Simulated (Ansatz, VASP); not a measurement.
# Two plane-wave programs on TiPt3

Contents of INCAR:

```
SYSTEM = TiPt3
  PREC = Accurate
  ENCUT = 600
  EDIFF = 1E-6
  ISMEAR = 0
  SIGMA = 0.1
  LREAL = .False.
  LASPH = .True.
  NELM = 100
  ALGO = Fast
  ISIF = 3
  LWAVE = .False.
  LCHARG = .False.
  GGA = PS
  IBRION = 2
  NSW = 80
  EDIFFG = -0.01
```

KPOINTS

```
Automatic mesh
0
Gamma
  12 12 12
  0 0 0
```

POSCAR

```
TiPt3
1.0
    3.9000063314      0.0000000000      0.0000000000
    0.0000000000      3.9000063314      0.0000000000
    0.0000000000      0.0000000000      3.9000063314
Pt Ti
3 1
Direct
    0.0000000000      0.5000000000      0.5000000000
    0.5000000000      0.0000000000      0.5000000000
    0.5000000000      0.5000000000      0.0000000000
    0.0000000000      0.0000000000      0.0000000000
```

Input for Ansatz:

```yaml
crystal:
  lattice:
    - [3.9000063314, 0.0, 0.0]
    - [0.0, 3.9000063314, 0.0]
    - [0.0, 0.0, 3.9000063314]
  atoms:
    - { symbol: Pt, position: [0.0, 0.5, 0.5] }
    - { symbol: Pt, position: [0.5, 0.0, 0.5] }
    - { symbol: Pt, position: [0.5, 0.5, 0.0] }
    - { symbol: Ti, position: [0.0, 0.0, 0.0] }
basis:
  ecutwfc: 420
kpoints:
  mp_grid: { grid: [12, 12, 12] }
hamiltonian:
  xc: pbesol
scf:
  occupations: { method: gaussian, width: 0.1 }
output:
  forces: true
  stress: true
  eigenvalues: true
relax:
  adjacent_minimum: "off"
  f_tol: 0.01
  max_steps: 60
  cell: { stress_tol: 0.1 }
```

Alike in both runs: task relaxation of cell and atoms; functional PBEsol; k mesh 12 × 12 × 12; occupations gaussian, width 0.1 eV; no spin polarisation.

|  | VASP | Ansatz |
| --- | --- | --- |
| version | VASP 6.6.1 | Ansatz 0.2.0 |
| potentials or method | VASP PAW PBE potentials, release 64 (Pt, Ti_sv), cutoff 600 eV | scalar-relativistic, plane waves, PAW |
| valence electrons in the cell | 42 | 66 |

Ansatz gave:

| Item | Value |
| --- | --- |
| gap on the k mesh at the Fermi level, each at its own relaxed structure (eV) | none |
| relaxed volume (Å³/atom) | 14.82 |
| relaxed cell length with the largest relative difference (Å) | 3.899 |

**Question.** Estimate VASP's values.

**Answer.** gap on the k mesh at the Fermi level, each at its own relaxed structure (eV): none; relaxed volume (Å³/atom): 14.81; relaxed cell length with the largest relative difference (Å): 3.898.

VASP's potentials were made for PBE, not for PBEsol. A gap of «none» marks a metal or a gap that the smearing closes. VASP's potentials hold 42 valence electrons a cell and Ansatz's 66, so a difference there can come from the potentials and not from the codes.

Neither program's run includes spin-orbit coupling.
